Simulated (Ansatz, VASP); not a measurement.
CsCaF3 in VASP and in Ansatz

```
Cs Ca F
1.0
     4.58834    0.00000    0.00000
     0.00000    4.58834    0.00000
     0.00000    0.00000    4.52053
Cs Ca F
1 1 3
Direct
  0.00000 0.00000 0.00000
  0.50000 0.50000 0.50000
  0.00000 0.50000 0.50000
  0.50000 0.00000 0.50000
  0.50000 0.50000 0.00000
```

Change from the starting cell: strain +0.015 along x and y, +0.000 along z, atoms carried along.

Alike in both runs: task single point; functional LDA; k mesh 6 × 6 × 6; occupations gaussian, width 0.05 eV; no spin polarisation.

```csv
,VASP,Ansatz
version,VASP 6.6.1,Ansatz 0.2.0
potentials or method,"VASP PAW LDA potentials, release 64 (Cs_sv, Ca_sv, F), cutoff 520 eV","scalar-relativistic, plane waves, PAW"
valence electrons in the cell,40,40
```

|  | VASP | Ansatz | Ansatz less VASP |
| --- | --- | --- | --- |
| gap on the k mesh at the Fermi level (eV) | 6.62 | 6.63 | +0.015 |
| least direct gap on the mesh (eV) | 6.65 | 6.66 | +0.015 |
| pressure (GPa) | -5.1 | -5.3 | -0.17 |
| traceless stress, the component that is largest in VASP (GPa) | 0.65 | 0.62 | -0.032 |

LDA's correlation is that of Perdew and Zunger in VASP and of Perdew and Wang (1992) in Ansatz.

Neither program's run includes spin-orbit coupling.
